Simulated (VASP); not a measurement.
# SiC (R3m) in VASP: further runs, part 2 of 2

VASP 6.6.1. The steps go on from the part before.

## 3. Single point, PBEsol

This run uses another cell than the first one, of 10.03 Å³/atom, 1.032 times its volume.

INCAR reads:

```
SYSTEM = SiC
PREC = Accurate
ENCUT = 520
EDIFF = 1E-6
ISMEAR = 0
SIGMA = 0.05
LREAL = .False.
LASPH = .True.
NELM = 100
ALGO = Normal
ISIF = 2
LWAVE = .False.
LCHARG = .False.
GGA = PS
NBANDS = 11
```

KPOINTS reads:

```
Automatic mesh
0
Gamma
  12 12 12
  0 0 0
```

POSCAR reads:

```
SiC
1.0
    0.0000000000      2.1853839109      2.1853839109
    2.1853839109      0.0000000000      2.1853839109
    2.1281268524      2.1281268524      0.0572570585
Si C
1 1
Direct
    0.0000000000      0.0000000000      0.0000000000
    0.7500000000      0.7500000000      0.7500000000
```

Potentials or basis: VASP PAW PBE potentials, release 64 (Si, C).

Started as:

```
> cat potpaw_PBE.64/Si/POTCAR potpaw_PBE.64/C/POTCAR > POTCAR
> mpirun -np 1 vasp_std > vasp.out
```

OUTCAR:

```text
SYSTEM = SiC
   PREC = Accurate
   ENCUT = 520
   EDIFF = 1E-6
   ISMEAR = 0
   LREAL = .False.
   LASPH = .True.
   NELM = 100
   ISIF = 2
   GGA = PS

 ion  position               nearest neighbor table
   1  0.000  0.000  0.000-   2 1.82   2 1.88   2 1.88   2 1.88
   2  0.750  0.750  0.750-   1 1.82   1 1.88   1 1.88   1 1.88

  LATTYP: Found a trigonal (rhomboedric) cell.
 ALAT       =     3.0101704554
 COS(alpha) =     0.4729239227

  Lattice vectors:

 A1 = (   2.1281268524,  -0.0572570585,  -2.1281268524)
 A2 = (  -0.0572570585,   2.1281268524,  -2.1281268524)
 A3 = (   2.1281268524,   2.1281268524,   0.0572570585)

Analysis of symmetry for initial positions (statically):
=====================================================================
 Subroutine PRICEL returns:
 Original cell was already a primitive cell.

 Routine SETGRP: Setting up the symmetry group for a
 trigonal (rhombohedral) supercell.

 Subroutine GETGRP returns: Found  6 space group operations
 (whereof  6 operations were pure point group operations)
 out of a pool of 12 trial point group operations.

The static configuration has the point symmetry C_3v.

Analysis of symmetry for dynamics (positions and initial velocities):
=====================================================================
 Subroutine PRICEL returns:
 Original cell was already a primitive cell.

 Routine SETGRP: Setting up the symmetry group for a
 trigonal (rhombohedral) supercell.

 Subroutine GETGRP returns: Found  6 space group operations
 (whereof  6 operations were pure point group operations)
 out of a pool of 12 trial point group operations.

The dynamic configuration has the point symmetry C_3v.

 Subroutine INISYM returns: Found  6 space group operations
 (whereof  6 operations are pure point group operations),
 and found     1 'primitive' translations

----------------------------------------------------------------------------------------

                                     Primitive cell

  volume of cell :      20.0540
[... 112 lines left out ...]
  Thomas-Fermi vector in A             =   2.340846
   LORBIT       =      0    0 simple, 1 ext, 2 COOP (PROOUT), +10 PAW based schemes
   GGA     = PS    functional components
   LHFCALC =     F    Hartree Fock is set to
   AEXX    =    0.0000 exact exchange contribution
   IVDW    =     0    specifies the selected vdW correction
   LEPSILON=     F    determine dielectric tensor
   LRPA    =     F    only Hartree local field effects (RPA)
 non-spin polarized calculation
 Gauss-broadening in eV      SIGMA  =   0.05
  energy-cutoff  :      520.00
  volume of cell :       20.05
 maximum number of plane-waves:       553
   NGX = 11   NGY = 11   NGZ = 11

 number of electron       8.0000000 magnetization

 Free energy of the ion-electron system (eV)
  ---------------------------------------------------
  ext. energy  EPLUGINS =         0.00000000
  ---------------------------------------------------
  free energy    TOTEN  =       -15.85918988 eV

  energy without entropy =      -15.85918988  energy(sigma->0) =      -15.85918988

 E-fermi :   8.7913     XC(G=0): -11.6397

 val. band max:        8.5586125240   @ k =   0.0000   0.0000   0.0000
 cond. band min:       9.5884333146   @ k =   0.5000   0.5000   0.0000
 fundamental gap:      1.0298207905
 Fermi energy:         8.7912560344

 k-point     1 :       0.0000    0.0000    0.0000
  band No.  band energies     occupation
      1      -7.2651      2.00000
      2       8.3332      2.00000
      3       8.3332      2.00000
      4       8.5586      2.00000
      5      14.6603      0.00000
      6      15.5632      0.00000
      7      15.5632      0.00000
      8      16.8446      0.00000
      9      23.0712      0.00000
     10      23.0712      0.00000
     11      25.1519      0.00000
[... 309 lines left out ...]
 k-point    24 :      -0.4167    0.1667   -0.0000
  band No.  band energies     occupation
      1      -3.3285      2.00000
      2       0.1774      2.00000
      3       5.2906      2.00000
      4       7.0023      2.00000
      5      13.7398      0.00000
      6      16.3537      0.00000
      7      17.3487      0.00000
      8      19.6678      0.00000
      9      22.9657      0.00000
     10      24.3095      0.00000
     11      26.7528      0.00000

 [... further k-points ...]
[... 5 lines left out ...]
  --------------------------------------------------------------------------------------
  -------------------------------------------------------------------------------------
  Total        1.0123073      1.0123073      1.0123073      1.0280580     -1.0280580     -1.0280580
  in kB       80.8764207     80.8764207     80.8764207     82.1347936    -82.1347936    -82.1347936
  external PRESSURE =      80.8764207 kB  Pullay stress =       0.0000000 kB

 VOLUME and BASIS-vectors are now :
 -----------------------------------------------------------------------------
  energy-cutoff  :      520.00
  volume of cell :       20.05
      direct lattice vectors                 reciprocal lattice vectors
     0.000000000  2.185383911  2.185383911    -0.231912545  0.225672959  0.231912545
     2.185383911  0.000000000  2.185383911     0.225672959 -0.231912545  0.231912545
     2.128126852  2.128126852  0.057257058     0.238152131  0.238152131 -0.238152131

 POSITION                                       TOTAL-FORCE (eV/Angst)
 -----------------------------------------------------------------------------------
      0.00000      0.00000      0.00000        -0.327612     -0.327612      0.327612
      3.23513      3.23513      3.32102         0.327612      0.327612     -0.327612
 -----------------------------------------------------------------------------------
    total drift:                                0.000054      0.000054     -0.000054

  FREE ENERGIE OF THE ION-ELECTRON SYSTEM (eV)
  ---------------------------------------------------
  free  energy   TOTEN  =       -15.8591898788 eV

  energy  without entropy=      -15.8591898788  energy(sigma->0) =      -15.85918988
```

stdout:

```text
POSCAR found type information on POSCAR SiC
 POSCAR found :  2 types and       2 ions
 scaLAPACK will be used
 -----------------------------------------------------------------------------
|                                                                             |
|                                                                             |
|     You enforced a specific xc type in the INCAR file but a different       |
|     I HOPE YOU KNOW WHAT YOU ARE DOING!                                     |
|                                                                             |
 -----------------------------------------------------------------------------

 LDA part: xc-table for (Slater+PW92), standard interpolation
 POSCAR, INCAR and KPOINTS ok, starting setup
 FFT: planning ... GRIDC
 FFT: planning ... GRID_SOFT
 FFT: planning ... GRID
 WAVECAR not read
 entering main loop
```

Run time: 34 s. Hardware: 1 thread of Intel Xeon 6975P-C, shared host; peak memory 0.16 GiB.

Results:

```yaml
Free_energy: -15.8592 eV
Pressure: 8.1 GPa
Largest_force: 0.567 eV/Å
Band_gap_on_the_k_mesh: 1.03 eV, indirect (least direct gap 4.21 eV)
```

Forces on the atoms (eV/Å):
```
Si  -0.328 -0.328  0.328
C    0.328  0.328 -0.328
```

Caveat: the PAW data sets were made with another functional, which shifts forces and pressure a little. As with any semilocal functional, this PBEsol gap is likely too small.
